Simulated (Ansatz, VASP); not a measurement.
# Li17Nb15O48 in VASP and in Ansatz

```xyz
80
Lattice="5.1899 2.9964 9.3444 -5.1899 2.9964 9.3444 0.0000 -5.9928 9.3444" Properties=species:S:1:pos:R:3 pbc="T T T"
Li    0.0490    0.0239    9.9730
Li   -0.0973   -0.2170    2.7776
Li    0.2872    0.0167   14.3775
Li   -0.0634   -2.9371   14.9561
Li    0.0183   -3.0067    7.6602
Li   -2.4964    1.4261   14.8809
Li   -2.5961    1.6346    7.8681
Li   -2.6171   -1.5802   19.3519
Li   -2.6611   -1.5693   12.4129
Li    2.5465    1.4399   14.6445
Li    2.6347    1.4743    7.8201
Li    2.5949   -1.6079   19.5086
Li    2.5712   -1.4096   12.4501
Li   -0.0178    3.0089   19.4314
Li   -0.0009    3.1051   12.3407
Li    0.0067    0.1438   24.1107
Li   -0.0526   -0.0533   16.9325
Nb   -0.0004    0.0053    6.9074
Nb    0.0346   -3.0058   18.6318
Nb    0.0455   -3.0211   11.5263
Nb   -2.5845    1.5186   18.6710
Nb   -2.5711    1.3985   11.5262
Nb   -2.4618   -1.2873   23.4835
Nb   -2.6125   -1.4568   16.3641
Nb    2.6257    1.4961   18.6331
Nb    2.4929    1.3811   11.7392
Nb    2.3513   -1.4566   23.5261
Nb    2.5746   -1.3843   16.3653
Nb    0.0500    3.0117   23.2990
Nb   -0.0261    2.9264   16.4026
Nb   -0.0992   -0.0018   28.0347
Nb   -0.0155    0.0191   20.9801
O    -0.9363   -1.2827    8.3888
O    -0.5963    1.4393    8.3939
O     1.5982   -0.1837    8.4283
O     0.6895   -1.5385    6.0913
O     1.0265    1.3161    6.0266
O    -1.6208    0.2095    6.0078
O    -0.9910   -3.8436   13.2545
O    -0.8978   -2.3499   13.2266
O     1.6653   -3.2327   13.0647
O     0.6938   -4.6510   10.9027
O     1.0171   -1.6150   10.7861
O    -1.5896   -2.8820   10.6395
O    -3.4995    0.1457   13.0638
O    -2.8154    2.7963   13.2121
O    -1.5559    1.9918   13.2218
O    -1.8079   -0.1655   10.8236
O    -1.6342    2.7464   10.6431
O    -4.2681    1.6405   10.8215
O    -3.5792   -2.7566   17.8930
O    -3.2579   -0.0347   17.8370
O    -0.9901   -1.6714   17.8007
O    -2.0096   -3.0914   15.5982
O    -1.6049   -0.2087   15.5055
O    -4.2766   -1.2471   15.4671
O     1.7372    0.3239   13.0637
O     2.0039    3.0688   13.1061
O     4.2495    1.3569   13.1054
O     3.2465   -0.0585   10.7409
O     3.6515    2.8325   10.8273
O     0.8879    1.7340   10.7875
O     1.7023   -2.8083   17.8096
O     1.9186   -0.0224   17.7539
O     4.1837   -1.6364   17.7911
O     3.3172   -3.0116   15.4660
O     3.6022   -0.1376   15.4308
O     0.9807   -1.3904   15.5091
O    -0.9045    1.6785   17.7959
O    -0.6618    4.4243   17.8530
O     1.6376    2.8758   17.8435
O     0.7128    1.5467   15.5021
O     0.9536    4.4026   15.5025
O    -1.6611    3.2515   15.5619
O    -0.8710   -1.2522   22.4940
O    -0.6633    1.4779   22.4551
O     1.5402   -0.1160   22.5063
O     0.6157   -1.5504   20.1472
O     1.0654    1.3099   20.1317
O    -1.6575    0.2017   20.1223
```

Alike in both runs: task single point; functional r2SCAN; k mesh 1 × 1 × 1; occupations fermi-dirac, width 0.01 eV; no spin polarisation.

```csv
,VASP,Ansatz
version,VASP 6.6.1,Ansatz 0.2.0
potentials or method,"VASP PAW PBE potentials, release 64 (Li_sv, Nb_sv, O), cutoff 720 eV",plane-wave PAW DFT
valence electrons in the cell,534,534
```

VASP gave:

```
gap on the k mesh at the Fermi level (eV) : 3.41
rms of the force components (eV/Å)        : 0.063
```

Problem. What did Ansatz give for the same quantities?

Solution. gap on the k mesh at the Fermi level (eV): 3.42; rms of the force components (eV/Å): 0.082.

VASP's potentials were made for PBE, not for r2SCAN.
